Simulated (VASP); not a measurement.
# Ag (P6_3/mmc) in VASP: elastic constants with LDA

Aim: the elastic constants of Ag with LDA.

Program: VASP 6.6.1. These are calculated values, not measurements. Logs are shortened: lines on timing, memory, paths and dates and some standing lists are left out, and cuts for length are marked.

### Step 1. The cell of the first run

The structure is hexagonal, space group P6_3/mmc (No. 194). Conventional cell: a = 2.815 Å, b = 2.815 Å, c = 4.613 Å, α = 90.00°, β = 90.00°, γ = 120.00°. Ag (site symmetry -6m2) has 12 Ag at 2.81 to 2.82 Å within 3.7 Å.

This isn't the form of Ag at room conditions, which is fcc.

### Step 2. Elastic constants, LDA

Contents of INCAR:

```
ALGO = Normal ; EDIFF = 1E-8
ENCUT = 600 ; IBRION = 6
ISIF = 3 ; ISMEAR = -1
LASPH = True ; LCHARG = False
LREAL = False ; LWAVE = False
NBANDS = 18 ; NELM = 60
NFREE = 2 ; NSW = 1
POTIM = 0.015 ; PREC = Accurate
SIGMA = 0.1
```

Contents of KPOINTS:

```
k-points
0
Gamma
  18 18 10
```

Contents of POSCAR:

```
Ag
1.0
    2.8145316150      0.0000000000      0.0000000000
   -1.4072658075      2.4374558783      0.0000000000
    0.0000000000      0.0000000000      4.6129129357
Ag
2
Direct
    0.3333333333      0.6666666667      0.2500000000
    0.6666666667      0.3333333333      0.7500000000
```

Potentials or basis: VASP PAW LDA potentials, release 64 (Ag).

Command:

```console
$ cat potpaw_LDA.64/Ag/POTCAR > POTCAR
$ mpirun -np 1 vasp_std > vasp.out
```

OUTCAR:

```text
EDIFF = 1E-8
   ENCUT = 600
   IBRION = 6
   ISIF = 3
   ISMEAR = -1
   LASPH = True
   LREAL = False
   NELM = 60
   NFREE = 2
   NSW = 1
   POTIM = 0.015
   PREC = Accurate

 ion  position               nearest neighbor table
   1  0.333  0.667  0.250-   2 2.82   2 2.82   2 2.82   2 2.82   2 2.82   2 2.82
   2  0.667  0.333  0.750-   1 2.82   1 2.82   1 2.82   1 2.82   1 2.82   1 2.82

  LATTYP: Found a hexagonal cell.
 ALAT       =     2.8145316150
 C/A-ratio  =     1.6389629134

  Lattice vectors:

 A1 = (   2.8145316150,   0.0000000000,   0.0000000000)
 A2 = (  -1.4072658075,   2.4374558783,   0.0000000000)
 A3 = (   0.0000000000,   0.0000000000,   4.6129129357)

Analysis of symmetry for initial positions (statically):
=====================================================================
 Subroutine PRICEL returns:
 Original cell was already a primitive cell.

 Routine SETGRP: Setting up the symmetry group for a
 hexagonal supercell.

 Subroutine GETGRP returns: Found 24 space group operations
 (whereof 12 operations were pure point group operations)
 out of a pool of 24 trial point group operations.

The static configuration has the point symmetry D_3d.
 The point group associated with its full space group is D_6h.

Analysis of symmetry for dynamics (positions and initial velocities):
=====================================================================
 Subroutine PRICEL returns:
 Original cell was already a primitive cell.

 Routine SETGRP: Setting up the symmetry group for a
 hexagonal supercell.

 Subroutine GETGRP returns: Found 24 space group operations
 (whereof 12 operations were pure point group operations)
 out of a pool of 24 trial point group operations.

The dynamic configuration has the point symmetry D_3d.
 The point group associated with its full space group is D_6h.

 Subroutine INISYM returns: Found 24 space group operations
 (whereof 12 operations are pure point group operations),
 and found     1 'primitive' translations

----------------------------------------------------------------------------------------

                                     Primitive cell

  volume of cell :      31.6460

  direct lattice vectors                    reciprocal lattice vectors
     2.814531615  0.000000000  0.000000000     0.355298905  0.205131918  0.000000000
    -1.407265807  2.437455878  0.000000000     0.000000000  0.410263837  0.000000000
     0.000000000  0.000000000  4.612912936     0.000000000  0.000000000  0.216782760

  length of vectors
     2.814531615  2.814531615  4.612912936     0.410263837  0.410263837  0.216782760

  position of ions in fractional coordinates (direct lattice)
     0.333333333  0.666666667  0.250000000
     0.666666667  0.333333333  0.750000000

  ion indices of the primitive-cell ions
   primitive index   ion index
                 1           1
                 2           2

----------------------------------------------------------------------------------------

 KPOINTS: k-points

Automatic generation of k-mesh.
[... 116 lines left out ...]

------------------------ aborting loop because EDIFF is reached ----------------------------------------

  FORCE on cell =-STRESS in cart. coord.  units (eV):
  Direction    XX          YY          ZZ          XY          YZ          ZX
  --------------------------------------------------------------------------------------
  -------------------------------------------------------------------------------------
  Total        0.4222121      0.4222121      0.4195846      0.0000000      0.0000000      0.0000000
  in kB       21.3758344     21.3758344     21.2428098      0.0000000      0.0000000      0.0000000
  external PRESSURE =      21.3314929 kB  Pullay stress =       0.0000000 kB
[... 89 lines left out ...]
  FREE ENERGIE OF THE ION-ELECTRON SYSTEM (eV)
  ---------------------------------------------------
  free  energy   TOTEN  =        -7.5434652637 eV

  energy  without entropy=       -7.5225313877  energy(sigma->0) =       -7.53299833

[... ionic steps 4 to 14 ...]

--------------------------------------- Ionic step       15  -------------------------------------------

 number of electron      22.0000003 magnetization

------------------------ aborting loop because EDIFF is reached ----------------------------------------
[... 67 lines left out ...]
--------------------------------------- Ionic step       17  -------------------------------------------

 number of electron      22.0000004 magnetization

 Free energy of the ion-electron system (eV)
  ---------------------------------------------------
  ext. energy  EPLUGINS =         0.00000000
  ---------------------------------------------------
  free energy    TOTEN  =        -7.55396122 eV

  energy without entropy =       -7.53329059  energy(sigma->0) =       -7.54362591

 E-fermi :   9.2341     XC(G=0): -13.0274

 val. band max:        9.2326453399   @ k =   0.4444   0.0556   0.3000
 cond. band min:       9.2368792202   @ k =   0.3333   0.0556   0.4000
 fundamental gap:      0.0042338803
 Fermi energy:         9.2340677628

 k-point     1 :       0.0000    0.0000    0.0000
  band No.  band energies     occupation
      1       0.8476      2.00000
      2       2.3416      2.00000
      3       4.1570      2.00000
      4       4.2808      2.00000
      5       4.2808      2.00000
      6       4.5545      2.00000
[... 481 lines left out ...]
      5       4.5255      2.00000
      6       4.7543      2.00000
[... 10 lines left out ...]
     17      20.8699      0.00000
     18      24.7584      0.00000

 [... further k-points ...]

------------------------ aborting loop because EDIFF is reached ----------------------------------------

  FORCE on cell =-STRESS in cart. coord.  units (eV):
  Direction    XX          YY          ZZ          XY          YZ          ZX
  --------------------------------------------------------------------------------------
  -------------------------------------------------------------------------------------
  Total        0.4251324      0.4251324      0.4256088     -0.0000000      0.0000000      0.0000000
  in kB       21.5236835     21.5236835     21.5478066     -0.0000000      0.0000000      0.0000000
  external PRESSURE =      21.5317246 kB  Pullay stress =       0.0000000 kB
[... 17 lines left out ...]
  FREE ENERGIE OF THE ION-ELECTRON SYSTEM (eV)
  ---------------------------------------------------
  free  energy   TOTEN  =        -7.5539612189 eV

  energy  without entropy=       -7.5332905928  energy(sigma->0) =       -7.54362591

 INTERNAL STRAIN TENSORS FROM STRAINED CELLS
 ============================================

 INTERNAL STRAIN TENSOR FOR ION    1 for displacements in x,y,z  (eV/Angst):
          X           Y           Z          XY          YZ          ZX
  --------------------------------------------------------------------------------
  x     0.00000     0.00000    -0.00000    -1.42095     0.00000     0.00000
  y    -1.43322     1.48078     0.00000    -0.00000     0.00004    -0.00003
  z     0.00000    -0.00000     0.00000    -0.00000     0.00406     0.00000

 INTERNAL STRAIN TENSORS FROM DISPLACED ATOMS
 ============================================

 INTERNAL STRAIN TENSOR FOR ION    1 for displacements in x,y,z  (eV/Angst):
          X           Y           Z          XY          YZ          ZX
  --------------------------------------------------------------------------------
  x     0.00000     0.00000     0.00000    -1.45025     0.00000     0.00000
  y    -1.45025     1.45025     0.00000     0.00000     0.00000     0.00000
  z     0.00000    -0.00000     0.00000     0.00000     0.00000     0.00000

 INTERNAL STRAIN TENSOR FOR ION    2 for displacements in x,y,z  (eV/Angst):
          X           Y           Z          XY          YZ          ZX
  --------------------------------------------------------------------------------
  x     0.00000     0.00000     0.00000     1.45025     0.00000     0.00000
  y     1.45025    -1.45025     0.00000    -0.00000     0.00000     0.00000
  z    -0.00000     0.00000     0.00000     0.00000    -0.00000     0.00000

 Eigenvectors and eigenvalues of the dynamical matrix
 ----------------------------------------------------

   1 f  =    5.825072 THz    36.600007 2PiTHz  194.303488 cm-1    24.090551 meV
             X         Y         Z           dx          dy          dz
     -0.000000  1.624971  1.153228     0.000000    0.000000    0.707107
      1.407266  0.812485  3.459685     0.000000   -0.000000   -0.707107
[... 11 lines left out ...]
   4 f  =    0.000000 THz     0.000000 2PiTHz    0.000000 cm-1     0.000000 meV
             X         Y         Z           dx          dy          dz
     -0.000000  1.624971  1.153228     0.707107    0.000000    0.000000
      1.407266  0.812485  3.459685     0.707107    0.000000    0.000000

   5 f/i=    0.000000 THz     0.000000 2PiTHz    0.000001 cm-1     0.000000 meV
             X         Y         Z           dx          dy          dz
     -0.000000  1.624971  1.153228     0.000000    0.675106   -0.210315
      1.407266  0.812485  3.459685     0.000000    0.675106   -0.210315

   6 f/i=    0.000000 THz     0.000000 2PiTHz    0.000002 cm-1     0.000000 meV
             X         Y         Z           dx          dy          dz
     -0.000000  1.624971  1.153228     0.000000   -0.210315   -0.675106
      1.407266  0.812485  3.459685     0.000000   -0.210315   -0.675106

--------------------------------------------------------------------------------------------------------

 ELASTIC MODULI CONTR FROM IONIC RELAXATION (kBar)
 Direction    XX          YY          ZZ          XY          YZ          ZX
 --------------------------------------------------------------------------------
 XX         -94.1620     94.1620      0.0000      0.0000     -0.0000      0.0000
 YY          94.1620    -94.1620      0.0000     -0.0000      0.0000      0.0000
 ZZ           0.0000      0.0000      0.0000      0.0000      0.0000      0.0000
 XY           0.0000     -0.0000      0.0000    -94.1620      0.0000      0.0000
 YZ          -0.0000      0.0000      0.0000      0.0000     -0.0000      0.0000
 ZX           0.0000      0.0000      0.0000      0.0000      0.0000      0.0000
 --------------------------------------------------------------------------------

 TOTAL ELASTIC MODULI (kBar)
 Direction    XX          YY          ZZ          XY          YZ          ZX
 --------------------------------------------------------------------------------
 XX        2050.1046   1362.8165   1018.1306      0.0000     -0.0000      0.0000
 YY        1362.8165   2050.1046   1018.1306     -0.0000      0.0000      0.0000
 ZZ        1018.1306   1018.1306   2351.4488      0.0000      0.0000      0.0000
 XY           0.0000     -0.0000      0.0000    343.6441      0.0000      0.0000
 YZ          -0.0000      0.0000      0.0000      0.0000    303.1948      0.0000
 ZX           0.0000      0.0000      0.0000      0.0000      0.0000    303.1948
 --------------------------------------------------------------------------------
```

It took 1.7 h on 1 thread of Oxide Virtual Turin-like, shared host; peak memory 0.97 GiB.

Results:

```
Voigt bulk modulus            : 147 GPa
Highest phonon frequency at Γ : 194 cm⁻¹
```

Phonon frequencies in cm⁻¹ (negative: imaginary):
```csv
q point,frequencies
"(0.000, 0.000, 0.000)",0 0 0 76 76 194
```

Elastic tensor in Voigt notation (GPa, in the Cartesian axes of the cell as first typed):
```
205 136 102   0   0   0
136 205 102   0   0   0
102 102 235   0   0   0
  0   0   0  30   0   0
  0   0   0   0  30   0
  0   0   0   0   0  34
```

Clamped-ion elastic tensor (GPa):
```
214 127 102   0   0   0
127 214 102   0   0   0
102 102 235   0   0   0
  0   0   0  30   0   0
  0   0   0   0  30   0
  0   0   0   0   0  44
```

Caveat: the cell is under stress, which shifts elastic constants.
